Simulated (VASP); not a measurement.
# C (R-3m) in VASP: single point with r2SCAN

Aim: the single point of C with r2SCAN.

Everything below comes from runs of VASP 6.6.1. Logs are shortened: lines on timing, memory, paths and dates and some standing lists are left out, and cuts for length are marked.

## 1. The cell of the first run

Symmetry: R-3m, No. 166, trigonal system. The conventional cell has a = 2.522 Å, b = 2.522 Å, c = 6.178 Å, α = 90.00°, β = 90.00°, γ = 120.00°. C (site symmetry 3m) has 3 C at 1.46 Å within 1.9 Å.

## 2. Single point, r2SCAN (mode 10 (1316.4 1/cm) frozen in, largest displacement -0.200 Å)

Input file POSCAR:

```
C
1.0
    0.0000000000     -1.7834000000     -1.7834000000
   -1.7834000000      0.0000000000     -1.7834000000
    1.7834000000      1.7834000000     -3.5668000000
C
4
Direct
    0.7985603568      0.7985603568      0.7338132144
    0.2985603568      0.2985603568      0.2338132144
    0.3264396432      0.3264396432      0.8911867856
    0.8264396432      0.8264396432      0.3911867856
```

Input file INCAR.step1:

```
SYSTEM = C
PREC     = Accurate       ! precision mode
ENCUT    = 520            ! plane-wave cutoff, eV
ISMEAR   = 0              ! smearing method
SIGMA    = 0.05           ! smearing width, eV
LREAL    = .False.        ! projectors in reciprocal space
LASPH    = .True.         ! aspherical terms in the spheres
NELM     = 100            ! most SCF steps
NBANDS   = 16             ! bands
GGA      = PE             ! functional
ALGO     = Normal         ! electronic algorithm
EDIFF    = 1E-4           ! SCF threshold, eV
LWAVE    = .True.         ! write WAVECAR
LCHARG   = .False.        ! write CHGCAR
```

Input file INCAR.step2:

```
SYSTEM = C
PREC     = Accurate       ! precision mode
ENCUT    = 520            ! plane-wave cutoff, eV
EDIFF    = 1E-6           ! SCF threshold, eV
ISMEAR   = 0              ! smearing method
SIGMA    = 0.05           ! smearing width, eV
LREAL    = .False.        ! projectors in reciprocal space
LASPH    = .True.         ! aspherical terms in the spheres
NELM     = 100            ! most SCF steps
ALGO     = Normal         ! electronic algorithm
ISIF     = 2              ! what is computed and relaxed
LWAVE    = .False.        ! write WAVECAR
LCHARG   = .True.         ! write CHGCAR
METAGGA  = R2SCAN         ! meta-GGA
LMIXTAU  = .True.       
LELF     = .True.         ! ELF
LVHAR    = .True.       
NBANDS   = 16             ! bands
ISTART   = 1
```

Input file KPOINTS:

```
Automatic mesh
0
Gamma
  12 12 10
  0 0 0
```

Potentials or basis: VASP PAW PBE potentials, release 64 (C).

Started as:

```bash
> cat potpaw_PBE.64/C/POTCAR > POTCAR
> cp INCAR.step1 INCAR
> mpirun -np 1 vasp_std > vasp.out
> cp INCAR.step2 INCAR
> mpirun -np 1 vasp_std > vasp.out
```

OUTCAR:

```text
SYSTEM = C
   PREC = Accurate
   ENCUT = 520
   EDIFF = 1E-6
   ISMEAR = 0
   LREAL = .False.
   LASPH = .True.
   NELM = 100
   ISIF = 2
   METAGGA = R2SCAN
   ISTART = 1

 ion  position               nearest neighbor table
   1  0.799  0.799  0.734-   3 1.46   3 1.46   4 1.46   3 1.94
   2  0.299  0.299  0.234-   4 1.46   4 1.46   3 1.46   4 1.94
   3  0.326  0.326  0.891-   1 1.46   1 1.46   2 1.46   1 1.94
   4  0.826  0.826  0.391-   2 1.46   2 1.46   1 1.46   2 1.94

  LATTYP: Found a trigonal (rhomboedric) cell.
 ALAT       =     4.3684200073
 COS(alpha) =     0.8333333333

  Lattice vectors:

 A1 = (   1.7834000000,   3.5668000000,  -1.7834000000)
 A2 = (   3.5668000000,   1.7834000000,  -1.7834000000)
 A3 = (   1.7834000000,   1.7834000000,  -3.5668000000)

Analysis of symmetry for initial positions (statically):
=====================================================================
 Subroutine PRICEL returns following result:

  LATTYP: Found a face centered cubic cell.
 ALAT       =     3.5668000000

  Lattice vectors:

 A1 = (   0.0000000000,  -1.7834000000,   1.7834000000)
 A2 = (   1.7834000000,  -1.7834000000,   0.0000000000)
 A3 = (   1.7834000000,   0.0000000000,   1.7834000000)

   2 primitive cells build up your supercell.

 Routine SETGRP: Setting up the symmetry group for a
 trigonal (rhombohedral) supercell.

 Subroutine GETGRP returns: Found  4 space group operations
 (whereof  2 operations were pure point group operations)
 out of a pool of 12 trial point group operations.

The static configuration has the point symmetry C_1h.
 The point group associated with its full space group is C_2h.

Analysis of symmetry for dynamics (positions and initial velocities):
=====================================================================
 Subroutine PRICEL returns following result:

  LATTYP: Found a face centered cubic cell.
 ALAT       =     3.5668000000

  Lattice vectors:

 A1 = (   0.0000000000,  -1.7834000000,   1.7834000000)
 A2 = (   1.7834000000,  -1.7834000000,   0.0000000000)
 A3 = (   1.7834000000,   0.0000000000,   1.7834000000)

   2 primitive cells build up your supercell.
[... 120 lines left out ...]
   NGXF,Y,Z  is equivalent  to a cutoff of  26.37, 26.37, 24.36 a.u.
 SYSTEM =  C
   PREC   = accura    normal or accurate (medium, high low for compatibility)
   ISTART =      1    job   : 0-new  1-cont  2-samecut
   ICHARG =      0    charge: 1-file 2-atom 10-const
   ISPIN  =      1    spin polarized calculation?
   LNONCOLLINEAR =      F non collinear calculations
   LSORBIT =      F    spin-orbit coupling
   LASPH  =      T    aspherical Exc in radial PAW
   ENCUT  =  520.0 eV  38.22 Ry    6.18 a.u.   4.69  4.69  8.12*2*pi/ulx,y,z
   NELM   =    100;   NELMIN=  2; NELMDL=  0     # of ELM steps
   EDIFF  = 0.1E-05   stopping-criterion for ELM
   LREAL  =      F    real-space projection
   EDIFFG = 0.1E-04   stopping-criterion for IOM
   NSW    =      0    number of steps for IOM
   IBRION =     -1    ionic relax: 0-MD 1-quasi-New 2-CG
   NFREE  =      0    steps in history (QN), initial steepest desc. (CG)
   ISIF   =      2    stress and relaxation
   ISYM   =      2    0-nonsym 1-usesym 2-fastsym
   POTIM  = 0.5000    time-step for ionic-motion
   TEBEG  =    0.0;   TEEND  =   0.0 temperature during run
   PSTRESS=    0.0 pullay stress
   NELECT =      16.0000    total number of electrons
   NUPDOWN=      -1.0000    fix difference up-down
   EMIN   =  10.00;   EMAX   =-10.00  energy-range for DOS
   EFERMI =   0.00;   METHOD = LEGACY
   ISMEAR =     0;   SIGMA  =   0.05  broadening in eV -4-tet -1-fermi 0-gaus
   EFERMI_NEDOS =   21; number of points for ismear=-14 and -15
   IALGO  =     38    algorithm
   IMIX   =      4    mixing-type and parameters
     AMIX     =   0.40;   BMIX     =  1.00
     AMIX_MAG =   1.60;   BMIX_MAG =  1.00
  volume/ion in A,a.u.               =       5.67        38.28
  Fermi-wavevector in a.u.,A,eV,Ry     =   1.457178  2.753668 28.890189  2.123369
  Thomas-Fermi vector in A             =   2.574010
   LORBIT       =      0    0 simple, 1 ext, 2 COOP (PROOUT), +10 PAW based schemes
   METAGGA = R2SCAN    functional components
   LHFCALC =     F    Hartree Fock is set to
   AEXX    =    0.0000 exact exchange contribution
   IVDW    =     0    specifies the selected vdW correction
   LEPSILON=     F    determine dielectric tensor
   LRPA    =     F    only Hartree local field effects (RPA)
 non-spin polarized calculation
 Gauss-broadening in eV      SIGMA  =   0.05
  energy-cutoff  :      520.00
  volume of cell :       22.69
 maximum number of plane-waves:       625
   NGX =  9   NGY =  9   NGZ = 17

 number of electron      15.9999999 magnetization

 Free energy of the ion-electron system (eV)
  ---------------------------------------------------
  ext. energy  EPLUGINS =         0.00000000
  ---------------------------------------------------
  free energy    TOTEN  =       -36.32664361 eV

  energy without entropy =      -36.32662893  energy(sigma->0) =      -36.32663627

 E-fermi :  12.4243     XC(G=0): -14.2858

 val. band max:       12.3415286024   @ k =  -0.1667   0.1667   0.0000
 cond. band min:      12.4949361856   @ k =  -0.4167  -0.4167   0.1000
 fundamental gap:      0.1534075832
 Fermi energy:        12.4242998675

 k-point     1 :       0.0000    0.0000    0.0000
  band No.  band energies     occupation
      1     -13.0789      2.00000
      2      -6.9534      2.00000
      3      -5.0974      2.00000
      4       4.3147      2.00000
      5       7.1290      2.00000
      6       7.1290      2.00000
[... 433 lines left out ...]
      3      -2.6337      2.00000
      4      -1.2053      2.00000
      5       0.4955      2.00000
      6       1.3460      2.00000
[... 8 lines left out ...]
     15      25.7581      0.00000
     16      28.4045      0.00000

 [... further k-points ...]
[... 5 lines left out ...]
  --------------------------------------------------------------------------------------
  -------------------------------------------------------------------------------------
  Total        3.5281357      3.5281357      3.5290036      5.6434947      5.6431708      5.6431708
  in kB      249.1435162    249.1435162    249.2047981    398.5221163    398.4992419    398.4992447
  external PRESSURE =     249.1639435 kB  Pullay stress =       0.0000000 kB

 VOLUME and BASIS-vectors are now :
 -----------------------------------------------------------------------------
  energy-cutoff  :      520.00
  volume of cell :       22.69
      direct lattice vectors                 reciprocal lattice vectors
     0.000000000 -1.783400000 -1.783400000     0.140181675 -0.420545026 -0.140181675
    -1.783400000  0.000000000 -1.783400000    -0.420545026  0.140181675 -0.140181675
     1.783400000  1.783400000 -3.566800000     0.140181675  0.140181675 -0.140181675

 POSITION                                       TOTAL-FORCE (eV/Angst)
 -----------------------------------------------------------------------------------
     -0.11547     -0.11547     -5.46567         2.407620      2.407620      2.408364
     -0.11547     -0.11547     -1.89887         2.407620      2.407620      2.408364
      1.00717      1.00717     -4.34303        -2.407620     -2.407620     -2.408364
     -0.77623     -0.77623     -4.34303        -2.407620     -2.407620     -2.408364
 -----------------------------------------------------------------------------------
    total drift:                               -0.000000     -0.000000      0.000000

  FREE ENERGIE OF THE ION-ELECTRON SYSTEM (eV)
  ---------------------------------------------------
  free  energy   TOTEN  =       -36.3266436097 eV

  energy  without entropy=      -36.3266289330  energy(sigma->0) =      -36.32663627
```

OUTCAR.step1:

```text
SYSTEM = C
   PREC = Accurate
   ENCUT = 520
   ISMEAR = 0
   LREAL = .False.
   LASPH = .True.
[... 725 lines left out ...]
     -0.11547     -0.11547     -1.89887         2.235752      2.235752      2.237640
      1.00717      1.00717     -4.34303        -2.235752     -2.235752     -2.237640
     -0.77623     -0.77623     -4.34303        -2.235752     -2.235752     -2.237640
 -----------------------------------------------------------------------------------
    total drift:                               -0.000000     -0.000000      0.000000

  FREE ENERGIE OF THE ION-ELECTRON SYSTEM (eV)
  ---------------------------------------------------
  free  energy   TOTEN  =       -33.5267465859 eV

  energy  without entropy=      -33.5265758596  energy(sigma->0) =      -33.52666122
```

Run time: 7.7 min. Hardware: 1 thread of AMD EPYC 7R13 (Zen 3), shared host; peak memory 0.18 GiB.

Results:

```
Free energy            : -36.3266 eV
Pressure               : 24.9 GPa
Largest force          : 4.171 eV/Å
Band gap on the k mesh : 0.15 eV
```

Forces on the atoms (eV/Å):
```
C    2.408  2.408  2.408
C    2.408  2.408  2.408
C   -2.408 -2.408 -2.408
C   -2.408 -2.408 -2.408
```

Levels at points of the mesh, in eV from the valence-band top:
| k point | band 4 | band 5 | band 6 | band 7 | band 8 | band 9 | band 10 | band 11 | band 12 | band 13 |
| --- | --- | --- | --- | --- | --- | --- | --- | --- | --- | --- |
| (0.00, 0.00, 0.00) | -8.03 | -5.21 | -5.21 | -1.26 | -1.24 | 0.34 | 4.76 | 5.46 | 5.46 | 7.11 |
| (0.50, 0.00, 0.00) | -14.62 | -11.10 | -11.10 | -5.41 | -5.41 | 1.21 | 1.21 | 8.03 | 8.03 | 11.78 |
| (0.50, 0.50, 0.00) | -14.95 | -10.35 | -7.35 | -6.47 | -6.47 | 0.18 | 1.51 | 4.92 | 4.92 | 6.43 |
| (0.00, 0.00, 0.50) | -10.60 | -6.88 | -6.88 | -1.42 | -1.42 | 2.08 | 2.08 | 7.26 | 7.26 | 9.85 |
| (0.50, 0.00, 0.50) | -16.21 | -10.35 | -8.03 | -7.35 | -1.24 | 0.18 | 0.34 | 1.51 | 7.11 | 13.31 |
| (0.50, 0.50, 0.50) | -12.33 | -10.69 | -10.69 | -8.80 | -8.80 | 2.86 | 2.86 | 6.63 | 6.63 | 10.49 |

Caveat: the cell differs from its parent crystal (mode 10 (1316.4 1/cm) frozen in, largest displacement -0.200 Å); the PAW data sets were made with another functional, which shifts forces and pressure a little. A k mesh can miss the band edges.
